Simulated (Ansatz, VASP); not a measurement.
# HgPt in VASP and in Ansatz

```
Hg Pt
1.0
     2.86422    0.00000    0.00000
     0.00000    2.86422    0.00000
     0.00000    0.00000    3.77738
Hg Pt
1 1
Direct
  0.00000 0.00000 0.00000
  0.50000 0.50000 0.50000
```

Change from the starting cell: volume scaled by 0.85, PAW files.

Alike in both runs: task electric field gradients; functional LDA; k mesh 12 × 12 × 9; occupations fermi-dirac, width 0.05 eV; no spin polarisation.

|  | VASP | Ansatz |
| --- | --- | --- |
| version | VASP 6.6.1 | Ansatz 0.2.0 |
| potentials or method | VASP PAW LDA potentials, release 64 (Hg, Pt) | PAW with Ansatz's default frozen-core files, scalar-relativistic |
| plane-wave cutoff (eV) | 400 | 420 |
| valence electrons in the cell | 22 | 38 |

|  | VASP | Ansatz | Ansatz less VASP |
| --- | --- | --- | --- |
| pressure (GPa) | 21.8 | 18.7 | -3.11 |
| traceless stress, the component that is largest in VASP (GPa) | -0.11 | -0.33 | -0.211 |
| size of Vzz on the site where it differs most (V/Å²) | 114.5 | 123.1 | +8.55 |

LDA's correlation is that of Perdew and Zunger in VASP and of Perdew and Wang (1992) in Ansatz. VASP's potentials hold 22 valence electrons a cell and Ansatz's 38, so a difference there can come from the potentials and not from the codes.

Neither program's run includes spin-orbit coupling.
